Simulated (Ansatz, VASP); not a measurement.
**Ti3Al in VASP and in Ansatz**

```
CELL_PARAMETERS angstrom
0.00000 3.14765 3.14765
3.14765 0.00000 3.14765
3.14765 3.14765 0.00000
ATOMIC_POSITIONS crystal
Ti 0.75000 0.75000 0.75000
Ti 0.25000 0.25000 0.25000
Ti 0.00000 0.00000 0.00000
Al 0.50000 0.50000 0.50000
```

Alike in both runs: task relaxation of cell and atoms; functional LDA; k mesh 10 × 10 × 10; occupations gaussian, width 0.1 eV; no spin polarisation.

|  | VASP | Ansatz |
| --- | --- | --- |
| version | VASP 6.6.1 | Ansatz 0.2.0 |
| potentials or method | VASP PAW LDA potentials, release 64 (Ti_sv, Al), cutoff 600 eV | scalar-relativistic, plane waves, PAW |
| valence electrons in the cell | 39 | 39 |

|  | VASP | Ansatz | Ansatz less VASP |
| --- | --- | --- | --- |
| gap on the k mesh at the Fermi level, each at its own relaxed structure (eV) | none | none | - |
| relaxed volume (Å³/atom) | 15.60 | 15.60 | -0.003 |
| relaxed cell length with the largest relative difference (Å) | 4.453 | 4.452 | -0.0003 |

Ansatz warns that its potentials were made for another functional, while VASP's fit it. LDA's correlation is that of Perdew and Zunger in VASP and of Perdew and Wang (1992) in Ansatz. A gap of «none» marks a metal or a gap that the smearing closes.
